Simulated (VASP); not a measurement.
Set up this calculation in VASP 6.6.1, as the native input.

- Task: single point
- Functional: LDA
- Potentials or basis: VASP PAW LDA potentials, release 64 (Li_sv, F)
- Cutoff: 520 eV
- k mesh: 9 × 9 × 6
- Occupations: gaussian, width 0.05 eV
- Spin: no spin polarisation
- Dipole correction: no
- Further INCAR settings: ALGO = Normal; EDIFF = 1e-06; NBANDS = 18

The structure of LiF lies in POSCAR:

```
LiF
1.0
    3.1746766468      0.0000000000      0.0000000000
   -1.5873383234      2.7493506249      0.0000000000
    0.0000000000      0.0000000000      4.6515362229
Li F
2 2
Direct
    0.3333333333      0.6666666667      0.3839784076
    0.6666666667      0.3333333333      0.8839784076
    0.3333333333      0.6666666667      0.9910195924
    0.6666666667      0.3333333333      0.4910195924
```

This cell differs from its parent crystal: volume 10.150 Å^3 an atom, c/a of the conventional cell 1.4652.

The input as run:

INCAR

```
PREC = Accurate ; ENCUT = 520
EDIFF = 1E-6 ; ISMEAR = 0
SIGMA = 0.05 ; LREAL = False
LASPH = True ; NELM = 100
ALGO = Normal ; ISIF = 2
LWAVE = False ; LCHARG = False
NBANDS = 18
```

KPOINTS

```
regular mesh
0
Gamma
  9 9 6
```

Potentials or basis: VASP PAW LDA potentials, release 64 (Li_sv, F).

Command:

```sh
$ cat potpaw_LDA.64/Li_sv/POTCAR potpaw_LDA.64/F/POTCAR > POTCAR
$ mpirun -np 1 vasp_std > vasp.out
```

Results of the run:

The largest force is 0.151 eV/Å and the band gap on the k mesh is 7.28 eV, direct.

Run time: 17 s on 1 thread of Intel(R) Xeon(R) Platinum 8259CL CPU @ 2.50GHz (Skylake/Cascade Lake), with other jobs on the host, peak memory 0.14 GiB.
